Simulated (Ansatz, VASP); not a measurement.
# One calculation of MnF2, two programs

INCAR

```
SYSTEM = MnF2
PREC = Accurate
ENCUT = 520
EDIFF = 1E-6
ISMEAR = 0
SIGMA = 0.05
LREAL = .False.
LASPH = .True.
NELM = 150
ALGO = Normal
ISIF = 2
LWAVE = .False.
LCHARG = .False.
ISPIN = 2
MAGMOM = 4.65 4.65 0.07 0.07 0.07 0.07
LORBIT = 11
LMAXMIX = 4
LDAU = .True.
LDAUTYPE = 2
LDAUL = 2 -1
LDAUU = 4 0
LDAUJ = 0 0
LDAUPRINT = 1
GGA = PS
NBANDS = 40
```

KPOINTS

```
regular mesh
0
Gamma
  4 4 6
  0 0 0
```

The input POSCAR:

```
MnF2
1.0
    4.8733996600      0.0000000000      0.0000000000
    0.0000000000      4.8733996600      0.0000000000
    0.0000000000      0.0000000000      3.3098997700
Mn F
2 4
Direct
    0.0000000000      0.0000000000      0.0000000000
    0.5000000000      0.5000000000      0.5000000000
    0.3050000000      0.3050000000      0.0000000000
    0.1950000000      0.8050000000      0.5000000000
    0.6950000000      0.6950000000      0.0000000000
    0.8050000000      0.1950000000      0.5000000000
```

Input for Ansatz:

```yaml
crystal:
  lattice:
    - [4.87339966, 0.0, 0.0]
    - [0.0, 4.87339966, 0.0]
    - [0.0, 0.0, 3.30989977]
  atoms:
    - { symbol: Mn, position: [0.0, 0.0, 0.0], spin: 5.0 }
    - { symbol: Mn, position: [0.5, 0.5, 0.5], spin: 5.0 }
    - { symbol: F, position: [0.305, 0.305, 0.0] }
    - { symbol: F, position: [0.195, 0.805, 0.5] }
    - { symbol: F, position: [0.695, 0.695, 0.0] }
    - { symbol: F, position: [0.805, 0.195, 0.5] }
basis:
  ecutwfc: 420
  ecutrho_ratio: 4
kpoints:
  mp_grid: { grid: [4, 4, 6] }
hamiltonian:
  xc: pbesol
  hubbard:
    sites:
      - { site: 0, l: d, u_eff: 4.0, starting_ns: [{ spin: up, occupation_matrix: s0up }, { spin: down, occupation_matrix: s0down }] }
      - { site: 1, l: d, u_eff: 4.0, starting_ns: [{ spin: up, occupation_matrix: s1up }, { spin: down, occupation_matrix: s1down }] }
    occupation_matrices:
      s0up:
        matrix:
          - [0.97, 0.0, 0.0, 0.0, 0.0]
          - [0.0, 0.97, 0.0, 0.0, 0.0]
          - [0.0, 0.0, 0.97, 0.0, 0.0]
          - [0.0, 0.0, 0.0, 0.97, 0.0]
          - [0.0, 0.0, 0.0, 0.0, 0.97]
      s0down:
        matrix:
          - [0.02, 0.0, 0.0, 0.0, 0.0]
          - [0.0, 0.02, 0.0, 0.0, 0.0]
          - [0.0, 0.0, 0.02, 0.0, 0.0]
          - [0.0, 0.0, 0.0, 0.02, 0.0]
          - [0.0, 0.0, 0.0, 0.0, 0.02]
      s1up:
        matrix:
          - [0.97, 0.0, 0.0, 0.0, 0.0]
          - [0.0, 0.97, 0.0, 0.0, 0.0]
          - [0.0, 0.0, 0.97, 0.0, 0.0]
          - [0.0, 0.0, 0.0, 0.97, 0.0]
          - [0.0, 0.0, 0.0, 0.0, 0.97]
      s1down:
        matrix:
          - [0.02, 0.0, 0.0, 0.0, 0.0]
          - [0.0, 0.02, 0.0, 0.0, 0.0]
          - [0.0, 0.0, 0.02, 0.0, 0.0]
          - [0.0, 0.0, 0.0, 0.02, 0.0]
          - [0.0, 0.0, 0.0, 0.0, 0.02]
    ns_hold: { iters: 5 }
scf:
  occupations: { method: gaussian, width: 0.05 }
  lower_state_search: "off"
  max_iter: 150
output:
  forces: true
  stress: true
  eigenvalues: true
  populations: true
  hubbard: { sites: [{ site: 0, l: d }, { site: 1, l: d }] }
  write_density: true
  write_potential: true
  elf: true
  volumetric_format: npy
magnetization:
  spin_polarized: true
```

Alike in both runs: task single point; functional PBEsol; k mesh 4 × 4 × 6; occupations gaussian, width 0.05 eV; collinear spin; Hubbard terms Mn d U = 4.0 eV.

|  | VASP | Ansatz |
| --- | --- | --- |
| version | VASP 6.6.1 | Ansatz 0.2.0 |
| potentials or method | VASP PAW PBE potentials, release 64 (Mn_pv, F), cutoff 520 eV | scalar-relativistic, plane waves, PAW |
| valence electrons in the cell | 54 | 58 |

```csv
,VASP,Ansatz,Ansatz less VASP
gap on the k mesh at the Fermi level (eV),2.25,2.28,+0.029
least direct gap on the mesh (eV),2.25,2.28,+0.029
pressure (GPa),0.6,1.6,+0.97
"traceless stress, the component that is largest in VASP (GPa)",-0.11,0.06,+0.176
rms of the force components (eV/Å),0.004,0.004,-0.0003
net moment per atom (μB),1.67,1.67,0.000
size of the moment on the site where the two differ most (μB),4.68,4.23,-0.460
```

VASP's potentials were made for PBE, not for PBEsol. Site moments also hang on the region over which each program counts them. The programs project onto different local orbitals, so the same U acts differently, and such runs can settle in different states. Atom by atom the forces differ by 0.000 eV/Å (rms over components). VASP's potentials hold 54 valence electrons a cell and Ansatz's 58, so a difference there can come from the potentials and not from the codes.
